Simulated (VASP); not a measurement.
# FeBr4 (Cmmm) in VASP: single point with PBE

Aim: the single point of FeBr4 with PBE.

Program: VASP 6.6.1. These are calculated values, not measurements. Logs are shortened: lines on timing, memory, paths and dates and some standing lists are left out, and cuts for length are marked.

### 1 The cell of the first run

It takes space group Cmmm (No. 65, orthorhombic). Conventional cell: a = 8.857 Å, b = 9.440 Å, c = 3.632 Å, α = 90.00°, β = 90.00°, γ = 90.00°. Fe (site symmetry mmm) has 6 Br at 2.36 to 2.45 Å within 3.1 Å. Within 3.4 Å of Br (site symmetry m2m) lie 2 Fe at 2.45 Å and 5 Br at 3.28 to 3.40 Å. Within 3.1 Å of Br (site symmetry 2mm) lie 1 Fe at 2.36 Å.

The cell was generated, and may not be a known phase.

### 2 Single point, PBE, collinear spin, ferromagnetic start

File INCAR:

```
PREC = Accurate
ENCUT = 520
EDIFF = 1E-6
ISMEAR = 0
SIGMA = 0.15
LREAL = F
LASPH = T
NELM = 150
ALGO = Normal
ISIF = 2
LWAVE = F
LCHARG = T
ISPIN = 2
MAGMOM = 4 0 0 0 0
LORBIT = 11
LMAXMIX = 4
GGA = PE
LELF = T
LVHAR = T
NBANDS = 30
```

File KPOINTS:

```
regular mesh
0
Gamma
  2 2 3
```

File POSCAR:

```
FeBr4
1.0
    4.4287438572     -4.7200574306      0.0000000000
    4.4287438572      4.7200574306      0.0000000000
    0.0000000000      0.0000000000      3.6323446182
Fe Br
1 4
Direct
    0.0000000000      0.0000000000      0.0000000000
    0.8262411629      0.1737588371      0.5000000000
    0.1737588371      0.8262411629      0.5000000000
    0.2660381438      0.2660381438      0.0000000000
    0.7339618562      0.7339618562      0.0000000000
```

Potentials or basis: VASP PAW PBE potentials, release 64 (Fe, Br).

Command:

```sh
$ cat potpaw_PBE.64/Fe/POTCAR potpaw_PBE.64/Br/POTCAR > POTCAR
$ mpirun -np 1 vasp_std > vasp.out
```

OUTCAR:

```text
PREC = Accurate
   ENCUT = 520
   EDIFF = 1E-6
   ISMEAR = 0
   LREAL = F
   LASPH = T
   NELM = 150
   ISIF = 2
   ISPIN = 2
   LORBIT = 11
   GGA = PE

 ion  position               nearest neighbor table
   1  0.000  0.000  0.000-   4 2.36   5 2.36   2 2.45   3 2.45   2 2.45   3 2.45
   2  0.826  0.174  0.500-   1 2.45   1 2.45
   3  0.174  0.826  0.500-   1 2.45   1 2.45
   4  0.266  0.266  0.000-   1 2.36
   5  0.734  0.734  0.000-   1 2.36

  LATTYP: Found a base centered orthorhombic cell.
 ALAT       =     8.8574877144
 B/A-ratio  =     1.0657779232
 C/A-ratio  =     0.4100874577

  Lattice vectors:

 A1 = (   4.4287438572,  -4.7200574306,   0.0000000000)
 A2 = (   4.4287438572,   4.7200574306,   0.0000000000)
 A3 = (   0.0000000000,   0.0000000000,   3.6323446182)

Analysis of symmetry for initial positions (statically):
=====================================================================
 Subroutine PRICEL returns:
 Original cell was already a primitive cell.

 Routine SETGRP: Setting up the symmetry group for a
 base centered orthorhombic supercell.

 Subroutine GETGRP returns: Found  8 space group operations
 (whereof  8 operations were pure point group operations)
 out of a pool of  8 trial point group operations.

The static configuration has the point symmetry D_2h.

Analysis of symmetry for dynamics (positions and initial velocities):
=====================================================================
 Subroutine PRICEL returns:
 Original cell was already a primitive cell.

 Routine SETGRP: Setting up the symmetry group for a
 base centered orthorhombic supercell.

 Subroutine GETGRP returns: Found  8 space group operations
 (whereof  8 operations were pure point group operations)
 out of a pool of  8 trial point group operations.

The dynamic configuration has the point symmetry D_2h.

Analysis of structural, dynamic, and magnetic symmetry:
=====================================================================
 Subroutine PRICEL returns:
 Original cell was already a primitive cell.

 Routine SETGRP: Setting up the symmetry group for a
 base centered orthorhombic supercell.

 Subroutine GETGRP returns: Found  8 space group operations
 (whereof  8 operations were pure point group operations)
 out of a pool of  8 trial point group operations.

The overall configuration has the point symmetry D_2h.

 Subroutine INISYM returns: Found  8 space group operations
 (whereof  8 operations are pure point group operations),
 and found     1 'primitive' translations

----------------------------------------------------------------------------------------

                                     Primitive cell

  volume of cell :     151.8605

  direct lattice vectors                    reciprocal lattice vectors
     4.428743857 -4.720057431  0.000000000     0.112898830 -0.105930914  0.000000000
     4.428743857  4.720057431  0.000000000     0.112898830  0.105930914  0.000000000
     0.000000000  0.000000000  3.632344618     0.000000000  0.000000000  0.275304275

  length of vectors
     6.472458134  6.472458134  3.632344618     0.154814419  0.154814419  0.275304275

  position of ions in fractional coordinates (direct lattice)
     0.000000000  0.000000000  0.000000000
     0.826241163  0.173758837  0.500000000
     0.173758837  0.826241163  0.500000000
     0.266038144  0.266038144  0.000000000
     0.733961856  0.733961856  0.000000000

  ion indices of the primitive-cell ions
   primitive index   ion index
                 1           1
                 2           2
                 3           3
                 4           4
                 5           5

----------------------------------------------------------------------------------------

 KPOINTS: regular mesh

Automatic generation of k-mesh.
 Grid dimensions read from file:
 generate k-points for:    2    2    3

 Generating k-lattice:

  Cartesian coordinates                     Fractional coordinates (reciprocal lattice)
     0.056449415 -0.052965457  0.000000000     0.500000000  0.000000000  0.000000000
     0.056449415  0.052965457  0.000000000     0.000000000  0.500000000  0.000000000
     0.000000000  0.000000000  0.091768092     0.000000000  0.000000000  0.333333333

  Length of vectors
     0.077407210  0.077407210  0.091768092

  Shift w.r.t. Gamma in fractional coordinates (k-lattice)
     0.000000000  0.000000000  0.000000000

 Subroutine IBZKPT returns following result:
 ===========================================

 Found      6 irreducible k-points:

 Following reciprocal coordinates:
            Coordinates               Weight
  0.000000  0.000000  0.000000      1.000000
  0.500000 -0.000000  0.000000      2.000000
  0.500000  0.500000  0.000000      1.000000
  0.000000  0.000000  0.333333      2.000000
  0.500000 -0.000000  0.333333      4.000000
  0.500000  0.500000  0.333333      2.000000
   k-points           NKPTS =      6   k-points in BZ     NKDIM =      6   number of bands    NBANDS=     30
   number of dos      NEDOS =    301   number of ions     NIONS =      5
   total plane-waves  NPLWV =  64512
   dimension x,y,z NGX =    48 NGY =   48 NGZ =   28
   dimension x,y,z NGXF=    96 NGYF=   96 NGZF=   56
   ions per type =               1   4
   NGX,Y,Z   is equivalent  to a cutoff of  12.33, 12.33, 12.82 a.u.
   NGXF,Y,Z  is equivalent  to a cutoff of  24.66, 24.66, 25.63 a.u.
 SYSTEM =  unknown system
   PREC   = accura    normal or accurate (medium, high low for compatibility)
   ISTART =      0    job   : 0-new  1-cont  2-samecut
   ICHARG =      2    charge: 1-file 2-atom 10-const
   ISPIN  =      2    spin polarized calculation?
   LNONCOLLINEAR =      F non collinear calculations
   LSORBIT =      F    spin-orbit coupling
   LASPH  =      T    aspherical Exc in radial PAW
   ENCUT  =  520.0 eV  38.22 Ry    6.18 a.u.  12.03 12.03  6.75*2*pi/ulx,y,z
   NELM   =    150;   NELMIN=  2; NELMDL= -5     # of ELM steps
   EDIFF  = 0.1E-05   stopping-criterion for ELM
   LREAL  =      F    real-space projection
[... 7 lines left out ...]
   TEBEG  =    0.0;   TEEND  =   0.0 temperature during run
   PSTRESS=    0.0 pullay stress
   NELECT =      36.0000    total number of electrons
   NUPDOWN=      -1.0000    fix difference up-down
   EMIN   =  10.00;   EMAX   =-10.00  energy-range for DOS
   EFERMI =   0.00;   METHOD = LEGACY
   ISMEAR =     0;   SIGMA  =   0.15  broadening in eV -4-tet -1-fermi 0-gaus
   EFERMI_NEDOS =   21; number of points for ismear=-14 and -15
   IALGO  =     38    algorithm
   IMIX   =      4    mixing-type and parameters
     AMIX     =   0.40;   BMIX     =  1.00
     AMIX_MAG =   1.60;   BMIX_MAG =  1.00
  volume/ion in A,a.u.               =      30.37       204.96
  Fermi-wavevector in a.u.,A,eV,Ry     =   1.013197  1.914665 13.967317  1.026569
  Thomas-Fermi vector in A             =   2.146352
   LORBIT       =     11    0 simple, 1 ext, 2 COOP (PROOUT), +10 PAW based schemes
   GGA     = PE    functional components
   LHFCALC =     F    Hartree Fock is set to
   AEXX    =    0.0000 exact exchange contribution
   IVDW    =     0    specifies the selected vdW correction
   LEPSILON=     F    determine dielectric tensor
   LRPA    =     F    only Hartree local field effects (RPA)
 spin polarized calculation
 Gauss-broadening in eV      SIGMA  =   0.15
  energy-cutoff  :      520.00
  volume of cell :      151.86
 maximum number of plane-waves:      4098
   NGX = 25   NGY = 25   NGZ = 13

 number of electron      36.0000002 magnetization       1.9878254

 Free energy of the ion-electron system (eV)
  ---------------------------------------------------
  ext. energy  EPLUGINS =         0.00000000
  ---------------------------------------------------
  free energy    TOTEN  =       -16.13761164 eV

  energy without entropy =      -16.10630116  energy(sigma->0) =      -16.12195640

 E-fermi :   0.2870     XC(G=0):  -8.0792

 val. band max:        0.2583038385   @ k =   0.0000   0.0000   0.0000
 cond. band min:       0.3297952570   @ k =   0.5000   0.5000   0.3333
 fundamental gap:      0.0714914184
 Fermi energy:         0.2869546559

 spin component 1

 k-point     1 :       0.0000    0.0000    0.0000
  band No.  band energies     occupation
      1     -15.1150      1.00000
      2     -14.3218      1.00000
      3     -13.7661      1.00000
      4     -13.6215      1.00000
      5      -4.8754      1.00000
      6      -3.9352      1.00000
[... 22 lines left out ...]
     29      10.4300      0.00000
     30      11.0290      0.00000
[... 133 lines left out ...]
 k-point     6 :       0.5000    0.5000    0.3333
  band No.  band energies     occupation
      1     -14.6130      1.00000
      2     -14.2122      1.00000
      3     -13.6540      1.00000
      4     -13.5929      1.00000
      5      -4.7090      1.00000
      6      -4.0308      1.00000
[... 22 lines left out ...]
     29      10.4490      0.00000
     30      10.9629      0.00000
 Fermi energy:         0.2869546559

 spin component 2

 k-point     1 :       0.0000    0.0000    0.0000
  band No.  band energies     occupation
      1     -15.1244      1.00000
      2     -14.3726      1.00000
      3     -13.5920      1.00000
      4     -13.4796      1.00000
      5      -4.8289      1.00000
      6      -3.4200      1.00000
[... 22 lines left out ...]
     29      10.4228      0.00000
     30      11.2651      0.00000
[... 134 lines left out ...]
  band No.  band energies     occupation
      1     -14.6502      1.00000
      2     -14.2555      1.00000
      3     -13.4927      1.00000
      4     -13.4193      1.00000
      5      -4.6477      1.00000
      6      -3.9449      1.00000
[... 22 lines left out ...]
     29      10.5957      0.00000
     30      11.0589      0.00000

------------------------ aborting loop because EDIFF is reached ----------------------------------------

  FORCE on cell =-STRESS in cart. coord.  units (eV):
  Direction    XX          YY          ZZ          XY          YZ          ZX
  --------------------------------------------------------------------------------------
  -------------------------------------------------------------------------------------
  Total        0.3156900      0.1658505     -0.1533854     -0.0000000      0.0000000      0.0000000
  in kB        3.3306310      1.7497761     -1.6182651     -0.0000000      0.0000000      0.0000000
  external PRESSURE =       1.1540473 kB  Pullay stress =       0.0000000 kB

 VOLUME and BASIS-vectors are now :
 -----------------------------------------------------------------------------
  energy-cutoff  :      520.00
  volume of cell :      151.86
      direct lattice vectors                 reciprocal lattice vectors
     4.428743857 -4.720057431  0.000000000     0.112898830 -0.105930914  0.000000000
     4.428743857  4.720057431  0.000000000     0.112898830  0.105930914  0.000000000
     0.000000000  0.000000000  3.632344618     0.000000000  0.000000000  0.275304275

 POSITION                                       TOTAL-FORCE (eV/Angst)
 -----------------------------------------------------------------------------------
      0.00000      0.00000      0.00000         0.000000      0.000000     -0.000000
      4.42874     -3.07975      1.81617         0.000000     -0.026794     -0.000000
      4.42874      3.07975      1.81617         0.000000      0.026794      0.000000
      2.35643      0.00000      0.00000         0.050250      0.000000      0.000000
      6.50106      0.00000      0.00000        -0.050250      0.000000     -0.000000
 -----------------------------------------------------------------------------------
    total drift:                               -0.000000     -0.000000      0.000000

  FREE ENERGIE OF THE ION-ELECTRON SYSTEM (eV)
  ---------------------------------------------------
  free  energy   TOTEN  =       -16.1376116405 eV

  energy  without entropy=      -16.1063011644  energy(sigma->0) =      -16.12195640

 total charge

# of ion       s       p       d       tot
------------------------------------------
    1        0.369   0.488   6.143   6.999
    2        1.623   3.165   0.030   4.817
    3        1.623   3.165   0.030   4.817
    4        1.622   3.178   0.018   4.818
    5        1.622   3.178   0.018   4.818
--------------------------------------------------
tot          6.858  13.173   6.238  26.269

 magnetization (x)

# of ion       s       p       d       tot
------------------------------------------
    1        0.010   0.011   1.595   1.616
    2       -0.001  -0.044  -0.000  -0.045
    3       -0.001  -0.044  -0.000  -0.045
    4        0.006   0.155   0.001   0.162
    5        0.006   0.155   0.001   0.162
--------------------------------------------------
tot          0.021   0.235   1.596   1.852
```

Run time: 65 s. Hardware: 1 thread of Intel Xeon Platinum 8488C (Sapphire Rapids), shared host; peak memory 0.3 GiB.

Results:

- Free energy: -16.1376 eV
- Pressure: 0.1 GPa
- Largest force: 0.050 eV/Å
- Band gap on the k mesh: 0.07 eV (least direct gap 0.24 eV)
- Net moment: 1.99 μB per cell
- Site moments: Fe +1.62; Br -0.04, +0.16 (each value once) μB
- Valence electrons inside the program's atomic spheres: Fe 7.00; Br 4.82

Forces in eV/Å, atoms in the order of the input:
```
Fe   0.000  0.000  0.000
Br   0.000 -0.027  0.000
Br   0.000  0.027  0.000
Br   0.050  0.000  0.000
Br  -0.050  0.000  0.000
```

Caveat: the k points lie up to 0.58 Å⁻¹ apart; semilocal functionals underestimate gaps, and a narrow one can read as zero; this functional lacks dispersion, which binds layers or chains, so the pressure and a relaxed spacing across them are unreliable. A k mesh can miss the band edges.
